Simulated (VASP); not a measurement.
# Ti4C in VASP: further runs

Runs on Ti4C. Level: PBEsol. Tasks: relaxation of the atoms.

All numbers are computed with VASP 6.6.1; they aren't measurements. Logs are shortened: lines on timing, memory, paths and dates and some standing lists are left out, and cuts for length are marked.

### 1 The cell of the first run

The cell holds a slab with vacuum, 5 atoms: a = 2.868 Å, b = 4.055 Å, c = 19.605 Å, α = 90.00°, β = 90.00°, γ = 90.00°.

### 2 Relaxation of the atoms, PBEsol

INCAR reads:

```
SYSTEM = Ti4C
PREC     = Accurate       ! precision mode
ENCUT    = 520            ! plane-wave cutoff, eV
EDIFF    = 1E-6           ! SCF threshold, eV
ISMEAR   = 0              ! smearing method
SIGMA    = 0.1            ! smearing width, eV
LREAL    = .False.        ! projectors in reciprocal space
LASPH    = .True.         ! aspherical terms in the spheres
NELM     = 100            ! most SCF steps
ALGO     = Fast           ! electronic algorithm
ISIF     = 2              ! what is computed and relaxed
LWAVE    = .False.        ! write WAVECAR
LCHARG   = .False.        ! write CHGCAR
LDIPOL   = .True.       
IDIPOL   = 3            
DIPOL    = 0.5 0.5 0.354
GGA      = PS             ! functional
IBRION   = 2              ! ionic algorithm
NSW      = 36             ! ionic steps
EDIFFG   = -0.025         ! ionic threshold
```

KPOINTS reads:

```
Automatic mesh
0
Gamma
  9 7 1
  0 0 0
```

POSCAR reads:

```
Ti4C
1.0
    2.8676282151      0.0000000000      0.0000000000
    0.0000000000      4.0554387137      0.0000000000
    0.0000000000      0.0000000000     19.6054200203
Ti C
4 1
Selective dynamics
Direct
    0.5000000000      0.5000000000      0.2040252132  F F F
    0.0000000000      0.0000000000      0.2771587704  F F F
    0.5000000000      0.5000000000      0.3434213386  F F F
    0.0000000000      0.0000000000      0.4134275120  F F F
    0.0000000000      0.0000000000      0.5338023878  F F T
```

Potentials or basis: VASP PAW PBE potentials, release 64 (Ti_sv, C).

Run with:

```
cat potpaw_PBE.64/Ti_sv/POTCAR potpaw_PBE.64/C/POTCAR > POTCAR
mpirun -np 1 vasp_std > vasp.out
```

OUTCAR:

```text
SYSTEM = Ti4C
   PREC = Accurate
   ENCUT = 520
   EDIFF = 1E-6
   ISMEAR = 0
   LREAL = .False.
   LASPH = .True.
   NELM = 100
   ISIF = 2
   GGA = PS
   IBRION = 2
   NSW = 36
   EDIFFG = -0.025

 ion  position               nearest neighbor table
   1  0.500  0.500  0.204-   3 2.73   2 2.87   2 2.87   2 2.87   2 2.87
   2  0.000  0.000  0.277-   4 2.67   3 2.80   3 2.80   3 2.80   3 2.80   1 2.87   1 2.87   1 2.87
                             1 2.87
   3  0.500  0.500  0.343-   1 2.73   2 2.80   2 2.80   2 2.80   2 2.80   4 2.84   4 2.84   4 2.84
                             4 2.84
   4  0.000  0.000  0.413-   5 2.36   2 2.67   3 2.84   3 2.84   3 2.84   3 2.84
   5  0.000  0.000  0.534-   4 2.36

  LATTYP: Found a simple orthorhombic cell.
 ALAT       =     2.8676282151
 B/A-ratio  =     1.4142135624
 C/A-ratio  =     6.8368067789

  Lattice vectors:

 A1 = (   2.8676282151,   0.0000000000,   0.0000000000)
 A2 = (   0.0000000000,   4.0554387137,   0.0000000000)
 A3 = (   0.0000000000,   0.0000000000,  19.6054200203)

Analysis of symmetry for initial positions (statically):
=====================================================================
 Subroutine PRICEL returns:
 Original cell was already a primitive cell.

 Routine SETGRP: Setting up the symmetry group for a
 simple orthorhombic supercell.

 Subroutine GETGRP returns: Found  4 space group operations
 (whereof  4 operations were pure point group operations)
 out of a pool of  8 trial point group operations.

The static configuration has the point symmetry C_2v.

Analysis of symmetry for dynamics (positions and initial velocities):
=====================================================================
 Subroutine PRICEL returns:
 Original cell was already a primitive cell.

 Routine SETGRP: Setting up the symmetry group for a
 simple orthorhombic supercell.

 Subroutine GETGRP returns: Found  4 space group operations
 (whereof  4 operations were pure point group operations)
 out of a pool of  8 trial point group operations.

The dynamic configuration has the point symmetry C_2v.

Analysis of constrained symmetry for selective dynamics:
=====================================================================
 Subroutine PRICEL returns:
 Original cell was already a primitive cell.

 Routine SETGRP: Setting up the symmetry group for a
 simple orthorhombic supercell.

 Subroutine GETGRP returns: Found  4 space group operations
 (whereof  4 operations were pure point group operations)
 out of a pool of  8 trial point group operations.

The constrained configuration has the point symmetry C_2v.

 Subroutine INISYM returns: Found  4 space group operations
 (whereof  4 operations are pure point group operations),
 and found     1 'primitive' translations

----------------------------------------------------------------------------------------

                                     Primitive cell

  volume of cell :     228.0010

  direct lattice vectors                    reciprocal lattice vectors
     2.867628215  0.000000000  0.000000000     0.348720240  0.000000000  0.000000000
     0.000000000  4.055438714  0.000000000     0.000000000  0.246582447  0.000000000
     0.000000000  0.000000000 19.605420020     0.000000000  0.000000000  0.051006303

  length of vectors
     2.867628215  4.055438714 19.605420020     0.348720240  0.246582447  0.051006303

  position of ions in fractional coordinates (direct lattice)
     0.500000000  0.500000000  0.204025213
     0.000000000  0.000000000  0.277158770
     0.500000000  0.500000000  0.343421339
     0.000000000  0.000000000  0.413427512
     0.000000000  0.000000000  0.533802388

  ion indices of the primitive-cell ions
   primitive index   ion index
                 1           1
                 2           2
                 3           3
                 4           4
                 5           5

----------------------------------------------------------------------------------------

 KPOINTS: Automatic mesh

Automatic generation of k-mesh.
 Grid dimensions read from file:
 generate k-points for:    9    7    1

 Generating k-lattice:

  Cartesian coordinates                     Fractional coordinates (reciprocal lattice)
     0.038746693  0.000000000  0.000000000     0.111111111  0.000000000  0.000000000
     0.000000000  0.035226064  0.000000000     0.000000000  0.142857143  0.000000000
     0.000000000  0.000000000  0.051006303     0.000000000  0.000000000  1.000000000

  Length of vectors
     0.038746693  0.035226064  0.051006303

  Shift w.r.t. Gamma in fractional coordinates (k-lattice)
     0.000000000  0.000000000  0.000000000

 Subroutine IBZKPT returns following result:
 ===========================================

 Found     20 irreducible k-points:

 Following reciprocal coordinates:
            Coordinates               Weight
  0.000000  0.000000  0.000000      1.000000
  0.111111  0.000000  0.000000      2.000000
  0.222222  0.000000  0.000000      2.000000
  0.333333  0.000000  0.000000      2.000000
  0.444444  0.000000  0.000000      2.000000
  0.000000  0.142857  0.000000      2.000000
[... 12 lines left out ...]
  0.333333  0.428571  0.000000      4.000000
  0.444444  0.428571  0.000000      4.000000
   k-points           NKPTS =     20   k-points in BZ     NKDIM =     20   number of bands    NBANDS=     31
   number of dos      NEDOS =    301   number of ions     NIONS =      5
   total plane-waves  NPLWV = 108000
   dimension x,y,z NGX =    24 NGY =   30 NGZ =  150
   dimension x,y,z NGXF=    48 NGYF=   60 NGZF=  300
   ions per type =               4   1
   NGX,Y,Z   is equivalent  to a cutoff of  13.91, 12.30, 12.72 a.u.
   NGXF,Y,Z  is equivalent  to a cutoff of  27.83, 24.60, 25.44 a.u.
 SYSTEM =  Ti4C
   PREC   = accura    normal or accurate (medium, high low for compatibility)
   ISTART =      0    job   : 0-new  1-cont  2-samecut
   ICHARG =      2    charge: 1-file 2-atom 10-const
   ISPIN  =      1    spin polarized calculation?
   LNONCOLLINEAR =      F non collinear calculations
   LSORBIT =      F    spin-orbit coupling
   LASPH  =      T    aspherical Exc in radial PAW
   ENCUT  =  520.0 eV  38.22 Ry    6.18 a.u.   5.33  7.54 36.45*2*pi/ulx,y,z
   NELM   =    100;   NELMIN=  2; NELMDL= -5     # of ELM steps
   EDIFF  = 0.1E-05   stopping-criterion for ELM
   LREAL  =      F    real-space projection
   EDIFFG = -.3E-01   stopping-criterion for IOM
   NSW    =     36    number of steps for IOM
   IBRION =      2    ionic relax: 0-MD 1-quasi-New 2-CG
   NFREE  =      1    steps in history (QN), initial steepest desc. (CG)
   ISIF   =      2    stress and relaxation
   ISYM   =      2    0-nonsym 1-usesym 2-fastsym
   POTIM  = 0.5000    time-step for ionic-motion
   TEBEG  =    0.0;   TEEND  =   0.0 temperature during run
   PSTRESS=    0.0 pullay stress
   NELECT =      52.0000    total number of electrons
   NUPDOWN=      -1.0000    fix difference up-down
   EMIN   =  10.00;   EMAX   =-10.00  energy-range for DOS
   EFERMI =   0.00;   METHOD = LEGACY
   ISMEAR =     0;   SIGMA  =   0.10  broadening in eV -4-tet -1-fermi 0-gaus
   EFERMI_NEDOS =   21; number of points for ismear=-14 and -15
   IALGO  =     68    algorithm
   IMIX   =      4    mixing-type and parameters
     AMIX     =   0.40;   BMIX     =  1.00
     AMIX_MAG =   1.60;   BMIX_MAG =  1.00
  volume/ion in A,a.u.               =      45.60       307.73
  Fermi-wavevector in a.u.,A,eV,Ry     =   1.000223  1.890148 13.611905  1.000447
  Thomas-Fermi vector in A             =   2.132566
   LORBIT       =      0    0 simple, 1 ext, 2 COOP (PROOUT), +10 PAW based schemes
   GGA     = PS    functional components
   LHFCALC =     F    Hartree Fock is set to
   AEXX    =    0.0000 exact exchange contribution
   IVDW    =     0    specifies the selected vdW correction
   LEPSILON=     F    determine dielectric tensor
   LRPA    =     F    only Hartree local field effects (RPA)
 conjugate gradient relaxation of ions
 non-spin polarized calculation
 RMM-DIIS sequential band-by-band and
 Gauss-broadening in eV      SIGMA  =   0.10
  energy-cutoff  :      520.00
  volume of cell :      228.00
 maximum number of plane-waves:      6177
 NGX is ok and might be reduce to    24
   NGX = 11   NGY = 15   NGZ = 73

 dipolmoment           0.000000      0.000000     -0.221626 electrons x Angstroem

--------------------------------------- Ionic step        1  -------------------------------------------

 number of electron      52.0000014 magnetization

 Free energy of the ion-electron system (eV)
  ---------------------------------------------------
  ext. energy  EPLUGINS =         0.00000000
  ---------------------------------------------------
  free energy    TOTEN  =       -34.09753153 eV

  energy without entropy =      -34.05874235  energy(sigma->0) =      -34.07813694

------------------------ aborting loop EDIFF was not reached (unconverged)  ----------------------------

  FORCE on cell =-STRESS in cart. coord.  units (eV):
  Direction    XX          YY          ZZ          XY          YZ          ZX
  --------------------------------------------------------------------------------------
  -------------------------------------------------------------------------------------
  Total       -3.1747392     -3.6155988     -6.2001367      0.0000000      0.0000000      0.0000000
  in kB      -22.3090870    -25.4070346    -43.5687409      0.0000000      0.0000000      0.0000000
  external PRESSURE =     -30.4282875 kB  Pullay stress =       0.0000000 kB

 VOLUME and BASIS-vectors are now :
 -----------------------------------------------------------------------------
  energy-cutoff  :      520.00
  volume of cell :      228.00
      direct lattice vectors                 reciprocal lattice vectors
     2.867628215  0.000000000  0.000000000     0.348720240  0.000000000  0.000000000
     0.000000000  4.055438714  0.000000000     0.000000000  0.246582447  0.000000000
     0.000000000  0.000000000 19.605420020     0.000000000  0.000000000  0.051006303
[... 210 lines left out ...]
  energy  without entropy=      -34.8356061924  energy(sigma->0) =      -34.85370266

--------------------------------------- Ionic step        7  -------------------------------------------

 number of electron      52.0000014 magnetization

 dipolmoment           0.000000      0.000000      0.224775 electrons x Angstroem

 Free energy of the ion-electron system (eV)
  ---------------------------------------------------
  ext. energy  EPLUGINS =         0.00000000
  ---------------------------------------------------
  free energy    TOTEN  =       -34.87198453 eV

  energy without entropy =      -34.83591799  energy(sigma->0) =      -34.85395126

 E-fermi :  -0.7425     XC(G=0):  -5.0318

 val. band max:       -0.7427124494   @ k =   0.4444   0.2857   0.0000
 cond. band min:      -0.6926801164   @ k =   0.2222   0.0000   0.0000
 fundamental gap:      0.0500323330
 Fermi energy:        -0.7425491108

 k-point     1 :       0.0000    0.0000    0.0000
  band No.  band energies     occupation
      1     -57.4655      2.00000
      2     -57.1772      2.00000
      3     -57.0493      2.00000
      4     -56.5872      2.00000
      5     -34.0056      2.00000
      6     -33.9275      2.00000
[... 669 lines left out ...]
     30      -0.1260      0.00000
     31       0.1559      0.00000

------------------------ aborting loop because EDIFF is reached ----------------------------------------

 vacuum level on the upper side and lower side of the slab       (xc-potential included)         1.572        -1.899

  FORCE on cell =-STRESS in cart. coord.  units (eV):
  Direction    XX          YY          ZZ          XY          YZ          ZX
  --------------------------------------------------------------------------------------
  -------------------------------------------------------------------------------------
  Total       -1.3735799     -2.9957441     -0.6523034      0.0000000      0.0000000      0.0000000
  in kB       -9.6522301    -21.0512773     -4.5837757      0.0000000      0.0000000      0.0000000
  external PRESSURE =     -11.7624277 kB  Pullay stress =       0.0000000 kB

 VOLUME and BASIS-vectors are now :
 -----------------------------------------------------------------------------
  energy-cutoff  :      520.00
  volume of cell :      228.00
      direct lattice vectors                 reciprocal lattice vectors
     2.867628215  0.000000000  0.000000000     0.348720240  0.000000000  0.000000000
     0.000000000  4.055438714  0.000000000     0.000000000  0.246582447  0.000000000
     0.000000000  0.000000000 19.605420020     0.000000000  0.000000000  0.051006303
[... 11 lines left out ...]
  FREE ENERGIE OF THE ION-ELECTRON SYSTEM (eV)
  ---------------------------------------------------
  free  energy   TOTEN  =       -34.8719845286 eV

  energy  without entropy=      -34.8359179941  energy(sigma->0) =      -34.85395126

 reached required accuracy - stopping structural energy minimisation

 vacuum level on the upper side and lower side of the slab         5.995         2.424
```

Run time: 50 min. Hardware: 1 thread of Oxide Virtual Turin-like, shared host; peak memory 0.38 GiB.

Results:

- Free energy: -34.8720 eV
- Energy gained by relaxing: 154.9 meV/atom
- Ionic steps: 7
- Band gap on the k mesh: zero (bands 26 and 27 overlap by 0.66 eV)

Step by step:
```tsv
step	energy change (eV)	largest force on free atoms (eV/Å)	pressure (GPa)
1	0.0000	2.2623	-3.04
2	-0.2453	2.1924	-2.80
3	-0.7646	0.4782	-1.48
4	-0.7568	0.7210	-0.77
5	-0.7743	0.0522	-1.20
6	-0.7743	0.0682	-1.14
7	-0.7745	0.0025	-1.18
```

Final structure:
```
Ti C
1.0
     2.86763    0.00000    0.00000
     0.00000    4.05544    0.00000
     0.00000    0.00000   19.60542
Ti C
4 1
Direct
  0.50000 0.50000 0.20403
  0.00000 0.00000 0.27716
  0.50000 0.50000 0.34342
  0.00000 0.00000 0.41343
  0.00000 0.00000 0.50948
```

Levels at points of the mesh, in eV from the Fermi level:
```
           k point  band 22  band 23  band 24  band 25  band 26  band 27  band 28  band 29  band 30  band 31
(0.00, 0.00, 0.00)    -1.26    -0.72    -0.61    -0.32    -0.10     0.29     0.40     0.73     0.96     1.21
```

Caveat: the PAW data sets were made with another functional, which shifts forces and pressure a little.

(Continued in part 2 of 2.)

The gap in the log of VASP goes by the Fermi energy; the results here count the filled bands.